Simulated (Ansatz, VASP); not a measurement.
Given: the input of a run of Ansatz 0.2.0 on TiPt3.

The input input.yaml:

```yaml
crystal:
  lattice:
    - [3.9482821967, 0.0, 0.0]
    - [0.0, 3.9482821967, 0.0]
    - [0.0, 0.0, 3.9482821967]
  atoms:
    - { symbol: Pt, position: [0.5, 0.5, 0.0] }
    - { symbol: Pt, position: [0.5, 0.0, 0.5] }
    - { symbol: Pt, position: [0.0, 0.5, 0.5] }
    - { symbol: Ti, position: [0.0, 0.0, 0.0] }
hamiltonian:
  xc: lda
  pseudopotentials: { kind: paw }
kpoints:
  mp_grid: { grid: [7, 7, 7] }
scf:
  occupations: { method: fermi_dirac, width: 0.05 }
output:
  forces: true
  stress: true
  eigenvalues: true
```

Potentials or basis: Ansatz PAW.

The run is started by

```bash
$ ansatz run input.yaml --threads 2 --pin off --max-ram 5632MiB --backend cpu --events-out ev --progress --plain --runs-dir out
```

Set up the same calculation for VASP 6.6.1. Potentials there: VASP PAW LDA potentials, release 64 (Pt, Ti_sv).

As run (the cutoff follows the program's own potentials):

File INCAR:

```
ALGO     = Normal         # electronic algorithm
EDIFF    = 1E-7           # SCF threshold, eV
ENCUT    = 520            # plane-wave cutoff, eV
ISIF     = 2              # what is computed and relaxed
ISMEAR   = -1             # smearing method
LASPH    = T              # aspherical terms in the spheres
LCHARG   = F              # write CHGCAR
LREAL    = F              # projectors in reciprocal space
LWAVE    = F              # write WAVECAR
NBANDS   = 29             # bands
NELM     = 100            # most SCF steps
PREC     = Accurate       # precision mode
SIGMA    = 0.05           # smearing width, eV
```

KPOINTS

```
k-points
0
Gamma
  7 7 7
```

The input POSCAR:

```
TiPt3
1.0
    3.9482821967      0.0000000000      0.0000000000
    0.0000000000      3.9482821967      0.0000000000
    0.0000000000      0.0000000000      3.9482821967
Pt Ti
3 1
Direct
    0.5000000000      0.5000000000      0.0000000000
    0.5000000000      0.0000000000      0.5000000000
    0.0000000000      0.5000000000      0.5000000000
    0.0000000000      0.0000000000      0.0000000000
```

Potentials or basis: VASP PAW LDA potentials, release 64 (Pt, Ti_sv).

Launch:

```console
$ cat potpaw_LDA.64/Pt/POTCAR potpaw_LDA.64/Ti_sv/POTCAR > POTCAR
$ mpirun -np 1 vasp_std > vasp.out
```

Both were run:

|  | VASP | Ansatz | Ansatz less VASP |
| --- | --- | --- | --- |
| gap on the k mesh at the Fermi level (eV) | none | none | - |
| pressure (GPa) | -13.6 | -14.2 | -0.62 |

LDA's correlation is that of Perdew and Zunger in VASP and of Perdew and Wang (1992) in Ansatz. A gap of «none» marks a metal or a gap that the smearing closes. VASP's potentials hold 42 valence electrons a cell and Ansatz's 66, so a difference there can come from the potentials and not from the codes.

Neither program's run includes spin-orbit coupling.
